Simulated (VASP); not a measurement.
# Pt (Pm-3m) in VASP: notebook

Runs on Pt. Level: PBE. Tasks: single point.

Program: VASP 6.6.1. These are calculated values, not measurements. Logs are shortened: lines on timing, memory, paths and dates and some standing lists are left out, and cuts for length are marked.

### 1 The cell of the first run

Symmetry: Pm-3m, No. 221, cubic system. Conventional cell: a = 2.590 Å, b = 2.590 Å, c = 2.590 Å, α = 90.00°, β = 90.00°, γ = 90.00°. Within 3.4 Å of Pt (site symmetry m-3m) lie 6 Pt at 2.59 Å.

### 2 Single point, PBE (volume scaled by 0.96)

INCAR

```
SYSTEM = Pt
ALGO     = Normal         ! electronic algorithm
EDIFF    = 1E-7           ! SCF threshold, eV
ENCUT    = 520            ! plane-wave cutoff, eV
GGA      = PE             ! functional
ISIF     = 2              ! what is computed and relaxed
ISMEAR   = -1             ! smearing method
LASPH    = .True.         ! aspherical terms in the spheres
LCHARG   = .True.         ! write CHGCAR
LELF     = .True.         ! ELF
LREAL    = .False.        ! projectors in reciprocal space
LVHAR    = .True.       
LWAVE    = .False.        ! write WAVECAR
NBANDS   = 11             ! bands
NELM     = 100            ! most SCF steps
PREC     = Accurate       ! precision mode
SIGMA    = 0.1            ! smearing width, eV
```

KPOINTS

```
k-points
0
Gamma
  13 13 13
  0 0 0
```

POSCAR

```
Pt
1.0
    2.5900608927      0.0000000000      0.0000000000
    0.0000000000      2.5900608927      0.0000000000
    0.0000000000      0.0000000000      2.5900608927
Pt
1
Direct
    0.0000000000      0.0000000000      0.0000000000
```

Potentials or basis: VASP PAW PBE potentials, release 64 (Pt).

The run is started by

```console
> cat potpaw_PBE.64/Pt/POTCAR > POTCAR
> mpirun -np 1 vasp_std > vasp.out
```

OUTCAR:

```text
SYSTEM = Pt
   EDIFF = 1E-7
   ENCUT = 520
   GGA = PE
   ISIF = 2
   ISMEAR = -1
   LASPH = .True.
   LREAL = .False.
   NELM = 100
   PREC = Accurate

 ion  position               nearest neighbor table
   1  0.000  0.000  0.000-

  LATTYP: Found a simple cubic cell.
 ALAT       =     2.5900608927

  Lattice vectors:

 A1 = (   2.5900608927,   0.0000000000,   0.0000000000)
 A2 = (   0.0000000000,   2.5900608927,   0.0000000000)
 A3 = (   0.0000000000,   0.0000000000,   2.5900608927)

Analysis of symmetry for initial positions (statically):
=====================================================================
 Subroutine PRICEL returns:
 Original cell was already a primitive cell.

 Routine SETGRP: Setting up the symmetry group for a
 simple cubic supercell.

 Subroutine GETGRP returns: Found 48 space group operations
 (whereof 48 operations were pure point group operations)
 out of a pool of 48 trial point group operations.

The static configuration has the point symmetry O_h .

Analysis of symmetry for dynamics (positions and initial velocities):
=====================================================================
 Subroutine PRICEL returns:
 Original cell was already a primitive cell.

 Routine SETGRP: Setting up the symmetry group for a
 simple cubic supercell.

 Subroutine GETGRP returns: Found 48 space group operations
 (whereof 48 operations were pure point group operations)
 out of a pool of 48 trial point group operations.

The dynamic configuration has the point symmetry O_h .

 Subroutine INISYM returns: Found 48 space group operations
 (whereof 48 operations are pure point group operations),
 and found     1 'primitive' translations

----------------------------------------------------------------------------------------

                                     Primitive cell

  volume of cell :      17.3752

  direct lattice vectors                    reciprocal lattice vectors
     2.590060893  0.000000000  0.000000000     0.386091309  0.000000000  0.000000000
     0.000000000  2.590060893  0.000000000     0.000000000  0.386091309  0.000000000
     0.000000000  0.000000000  2.590060893     0.000000000  0.000000000  0.386091309

  length of vectors
     2.590060893  2.590060893  2.590060893     0.386091309  0.386091309  0.386091309

  position of ions in fractional coordinates (direct lattice)
     0.000000000  0.000000000  0.000000000

  ion indices of the primitive-cell ions
   primitive index   ion index
                 1           1

----------------------------------------------------------------------------------------

 KPOINTS: k-points

Automatic generation of k-mesh.
 Grid dimensions read from file:
 generate k-points for:   13   13   13

 Generating k-lattice:

  Cartesian coordinates                     Fractional coordinates (reciprocal lattice)
     0.029699331  0.000000000  0.000000000     0.076923077  0.000000000  0.000000000
     0.000000000  0.029699331  0.000000000     0.000000000  0.076923077  0.000000000
     0.000000000  0.000000000  0.029699331     0.000000000  0.000000000  0.076923077

  Length of vectors
     0.029699331  0.029699331  0.029699331

  Shift w.r.t. Gamma in fractional coordinates (k-lattice)
     0.000000000  0.000000000  0.000000000

 Subroutine IBZKPT returns following result:
 ===========================================

 Found     84 irreducible k-points:

 Following reciprocal coordinates:
            Coordinates               Weight
  0.000000  0.000000  0.000000      1.000000
  0.076923  0.000000  0.000000      6.000000
  0.153846  0.000000  0.000000      6.000000
  0.230769  0.000000  0.000000      6.000000
  0.307692  0.000000  0.000000      6.000000
  0.384615  0.000000  0.000000      6.000000
[... 16 lines left out ...]
  0.307692  0.307692  0.000000     12.000000
  0.384615  0.307692  0.000000     24.000000
 [... further k-points ...]
   k-points           NKPTS =     84   k-points in BZ     NKDIM =     84   number of bands    NBANDS=     11
   number of dos      NEDOS =    301   number of ions     NIONS =      1
   total plane-waves  NPLWV =   8000
   dimension x,y,z NGX =    20 NGY =   20 NGZ =   20
   dimension x,y,z NGXF=    40 NGYF=   40 NGZF=   40
   ions per type =               1
   NGX,Y,Z   is equivalent  to a cutoff of  12.84, 12.84, 12.84 a.u.
   NGXF,Y,Z  is equivalent  to a cutoff of  25.67, 25.67, 25.67 a.u.
 SYSTEM =  Pt
   PREC   = accura    normal or accurate (medium, high low for compatibility)
   ISTART =      0    job   : 0-new  1-cont  2-samecut
   ICHARG =      2    charge: 1-file 2-atom 10-const
   ISPIN  =      1    spin polarized calculation?
   LNONCOLLINEAR =      F non collinear calculations
   LSORBIT =      F    spin-orbit coupling
   LASPH  =      T    aspherical Exc in radial PAW
   ENCUT  =  520.0 eV  38.22 Ry    6.18 a.u.   4.82  4.82  4.82*2*pi/ulx,y,z
   NELM   =    100;   NELMIN=  2; NELMDL= -5     # of ELM steps
   EDIFF  = 0.1E-06   stopping-criterion for ELM
   LREAL  =      F    real-space projection
   EDIFFG = 0.1E-05   stopping-criterion for IOM
   NSW    =      0    number of steps for IOM
   IBRION =     -1    ionic relax: 0-MD 1-quasi-New 2-CG
   NFREE  =      0    steps in history (QN), initial steepest desc. (CG)
   ISIF   =      2    stress and relaxation
   ISYM   =      2    0-nonsym 1-usesym 2-fastsym
   POTIM  = 0.5000    time-step for ionic-motion
   TEBEG  =    0.0;   TEEND  =   0.0 temperature during run
   PSTRESS=    0.0 pullay stress
   NELECT =      10.0000    total number of electrons
   NUPDOWN=      -1.0000    fix difference up-down
   EMIN   =  10.00;   EMAX   =-10.00  energy-range for DOS
   EFERMI =   0.00;   METHOD = LEGACY
   ISMEAR =    -1;   SIGMA  =   0.10  broadening in eV -4-tet -1-fermi 0-gaus
   EFERMI_NEDOS =   21; number of points for ismear=-14 and -15
   IALGO  =     38    algorithm
   IMIX   =      4    mixing-type and parameters
     AMIX     =   0.40;   BMIX     =  1.00
     AMIX_MAG =   1.60;   BMIX_MAG =  1.00
  volume/ion in A,a.u.               =      17.38       117.25
  Fermi-wavevector in a.u.,A,eV,Ry     =   1.361753  2.573339 25.230235  1.854370
  Thomas-Fermi vector in A             =   2.488301
   LORBIT       =      0    0 simple, 1 ext, 2 COOP (PROOUT), +10 PAW based schemes
   GGA     = PE    functional components
   LHFCALC =     F    Hartree Fock is set to
   AEXX    =    0.0000 exact exchange contribution
   IVDW    =     0    specifies the selected vdW correction
   LEPSILON=     F    determine dielectric tensor
   LRPA    =     F    only Hartree local field effects (RPA)
 non-spin polarized calculation
  energy-cutoff  :      520.00
  volume of cell :       17.38
 maximum number of plane-waves:       477
 NGX is ok and might be reduce to    20
   NGX =  9   NGY =  9   NGZ =  9

 number of electron      10.0000000 magnetization

 Free energy of the ion-electron system (eV)
  ---------------------------------------------------
  ext. energy  EPLUGINS =         0.00000000
  ---------------------------------------------------
  free energy    TOTEN  =        -5.65789170 eV

  energy without entropy =       -5.61820335  energy(sigma->0) =       -5.63804752

 E-fermi :   8.8483     XC(G=0): -12.4989

 val. band max:        8.8439697158   @ k =   0.4615   0.1538   0.0000
 cond. band min:       8.8499030400   @ k =   0.3846   0.2308   0.0000
 fundamental gap:      0.0059333241
 Fermi energy:         8.8483451588

 k-point     1 :       0.0000    0.0000    0.0000
  band No.  band energies     occupation
      1       0.0817      2.00000
      2       2.8633      2.00000
      3       2.8633      2.00000
      4       9.1407      0.10202
      5       9.1407      0.10202
      6       9.1407      0.10202
      7      24.2099      0.00000
      8      24.2099      0.00000
      9      24.2099      0.00000
     10      30.1183      0.00000
     11      32.8559      0.00000

 k-point     2 :       0.0769    0.0000    0.0000
  band No.  band energies     occupation
      1       0.2541      2.00000
      2       2.8959      2.00000
      3       3.0209      2.00000
      4       8.9801      0.42260
      5       8.9801      0.42259
      6       9.1532      0.09058
      7      23.0610      0.00000
      8      24.5203      0.00000
      9      24.5203      0.00000
     10      30.8188      0.00000
     11      31.7549      0.00000

 k-point     3 :       0.1538    0.0000    0.0000
  band No.  band energies     occupation
      1       0.7195      2.00000
      2       2.9874      2.00000
      3       3.5133      2.00000
      4       8.5603      1.89370
      5       8.5603      1.89370
      6       9.1880      0.06482
      7      20.8731      0.00000
      8      25.3734      0.00000
      9      25.3734      0.00000
     10      29.9305      0.00000
     11      31.3217      0.00000

 k-point     4 :       0.2308    0.0000    0.0000
  band No.  band energies     occupation
      1       1.3388      2.00000
      2       3.1198      2.00000
      3       4.3792      2.00000
      4       8.0210      1.99949
      5       8.0210      1.99949
      6       9.2375      0.04003
      7      18.6157      0.00000
      8      26.5847      0.00000
      9      26.5847      0.00000
     10      28.2307      0.00000
     11      31.2273      0.00000

 k-point     5 :       0.3077    0.0000    0.0000
  band No.  band energies     occupation
      1       1.9523      2.00000
      2       3.2650      2.00000
      3       5.5915      2.00000
      4       7.5011      2.00000
      5       7.5011      2.00000
      6       9.2906      0.02373
      7      16.5512      0.00000
      8      26.8519      0.00000
      9      27.9405      0.00000
     10      27.9405      0.00000
     11      30.5729      0.00000
[... 211 lines left out ...]
 k-point    21 :       0.3846    0.2308    0.0000
  band No.  band energies     occupation
      1       3.2444      2.00000
      2       4.3300      2.00000
      3       5.5971      2.00000
      4       7.2742      2.00000
      5       8.3190      1.99000
      6       8.8499      0.99221
      7      15.8953      0.00000
      8      22.8629      0.00000
      9      26.7342      0.00000
     10      29.7223      0.00000
     11      32.0158      0.00000

 k-point    22 :       0.4615    0.2308    0.0000
  band No.  band energies     occupation
      1       3.4455      2.00000
      2       4.2713      2.00000
      3       5.5370      2.00000
      4       7.0688      2.00000
      5       8.3541      1.98582
      6      10.6000      0.00000
      7      13.9880      0.00000
      8      24.1737      0.00000
      9      25.6346      0.00000
     10      28.2873      0.00000
     11      33.3617      0.00000

 k-point    23 :       0.3077    0.3077    0.0000
  band No.  band energies     occupation
      1       3.2099      2.00000
      2       4.1374      2.00000
      3       6.6231      2.00000
      4       7.6763      1.99998
      5       7.7654      1.99996
      6       7.8337      1.99992
      7      18.0229      0.00000
      8      20.4310      0.00000
      9      26.9972      0.00000
     10      31.4612      0.00000
     11      31.9028      0.00000

 k-point    24 :       0.3846    0.3077    0.0000
  band No.  band energies     occupation
      1       3.4260      2.00000
      2       3.8391      2.00000
      3       7.0819      2.00000
      4       7.3681      2.00000
      5       7.8371      1.99992
      6       9.3539      0.01267
      7      16.2706      0.00000
      8      21.0713      0.00000
      9      25.7885      0.00000
     10      30.0131      0.00000
     11      32.8462      0.00000

 [... further k-points ...]
[... 5 lines left out ...]
  --------------------------------------------------------------------------------------
  -------------------------------------------------------------------------------------
  Total        0.8347322      0.8347322      0.8347322      0.0000000      0.0000000     -0.0000000
  in kB       76.9711267     76.9711267     76.9711267      0.0000000      0.0000000     -0.0000000
  external PRESSURE =      76.9711267 kB  Pullay stress =       0.0000000 kB

 VOLUME and BASIS-vectors are now :
 -----------------------------------------------------------------------------
  energy-cutoff  :      520.00
  volume of cell :       17.38
      direct lattice vectors                 reciprocal lattice vectors
     2.590060893  0.000000000  0.000000000     0.386091309  0.000000000  0.000000000
     0.000000000  2.590060893  0.000000000     0.000000000  0.386091309  0.000000000
     0.000000000  0.000000000  2.590060893     0.000000000  0.000000000  0.386091309

 POSITION                                       TOTAL-FORCE (eV/Angst)
 -----------------------------------------------------------------------------------
      0.00000      0.00000      0.00000         0.000000      0.000000      0.000000
 -----------------------------------------------------------------------------------
    total drift:                                0.000000      0.000000      0.000000

  FREE ENERGIE OF THE ION-ELECTRON SYSTEM (eV)
  ---------------------------------------------------
  free  energy   TOTEN  =        -5.6578916963 eV

  energy  without entropy=       -5.6182033482  energy(sigma->0) =       -5.63804752
```

Wall time 6.8 s (1 thread of Intel Xeon Platinum 8488C (Sapphire Rapids), shared host); peak memory 0.13 GiB.

Results:

- Free energy: -5.6579 eV
- Pressure: 7.7 GPa
- Band gap on the k mesh: zero (band 5 reaches 10.75 eV, above the bottom of band 6 at 7.74 eV)

Levels at points of the mesh, in eV from the Fermi level:
```csv
k point,band 3,band 4,band 5,band 6,band 7,band 8
"(0.00, 0.00, 0.00)",-5.99,0.29,0.29,0.29,15.36,15.36
```

Caveat: the cell differs from its parent crystal (volume scaled by 0.96); spin-orbit coupling is left out, which moves the levels of the heavy elements.

### 3 Single point, PBE

This run uses another cell than the first one, of 18.10 Å³/atom, 1.042 times its volume.

INCAR

```
PREC     = Accurate       # precision mode
ENCUT    = 520            # plane-wave cutoff, eV
EDIFF    = 1E-7           # SCF threshold, eV
ISMEAR   = -1             # smearing method
SIGMA    = 0.1            # smearing width, eV
LREAL    = F              # projectors in reciprocal space
LASPH    = T              # aspherical terms in the spheres
NELM     = 100            # most SCF steps
ALGO     = Normal         # electronic algorithm
ISIF     = 2              # what is computed and relaxed
LWAVE    = F              # write WAVECAR
LCHARG   = T              # write CHGCAR
GGA      = PE             # functional
LELF     = T              # ELF
LVHAR    = T            
NBANDS   = 11             # bands
```

KPOINTS

```
regular mesh
0
Gamma
  12 12 12
```

POSCAR

```
Pt
1.0
    2.6255455883      0.0000000000      0.0000000000
    0.0000000000      2.6255455883      0.0000000000
    0.0000000000      0.0000000000      2.6255455883
Pt
1
Direct
    0.0000000000      0.0000000000      0.0000000000
```

Potentials or basis: VASP PAW PBE potentials, release 64 (Pt).

The run is started by

```console
> cat potpaw_PBE.64/Pt/POTCAR > POTCAR
> mpirun -np 1 vasp_std > vasp.out
```

Wall time 7.1 s (1 thread of Intel Xeon Platinum 8488C (Sapphire Rapids), shared host); peak memory 0.13 GiB.

The run converged. Its results:

```
Free energy            : -5.6736 eV
Pressure               : -0.5 GPa
Band gap on the k mesh : zero (band 5 reaches 10.19 eV, above the bottom of band 6 at 7.21 eV)
```

Levels at points of the mesh, in eV from the Fermi level:
| k point | band 1 | band 2 | band 3 | band 4 | band 5 | band 6 | band 7 | band 8 | band 9 | band 10 |
| --- | --- | --- | --- | --- | --- | --- | --- | --- | --- | --- |
| (0.00, 0.00, 0.00) | -8.31 | -5.55 | -5.55 | 0.33 | 0.33 | 0.33 | 15.21 | 15.21 | 15.21 | 20.89 |
| (0.50, 0.00, 0.00) | -5.72 | -4.99 | -1.79 | -1.79 | -0.42 | 0.53 | 4.45 | 16.55 | 19.53 | 21.00 |
| (0.50, 0.50, 0.00) | -5.70 | -4.54 | -1.40 | -1.40 | 1.93 | 4.53 | 4.53 | 9.47 | 13.40 | 21.40 |
| (0.50, 0.50, 0.50) | -4.72 | -4.72 | -4.72 | 2.07 | 2.07 | 10.02 | 10.02 | 10.02 | 10.05 | 16.48 |

Caveat: spin-orbit coupling is left out, which moves the levels of the heavy elements.

[end of part 1 of 2]
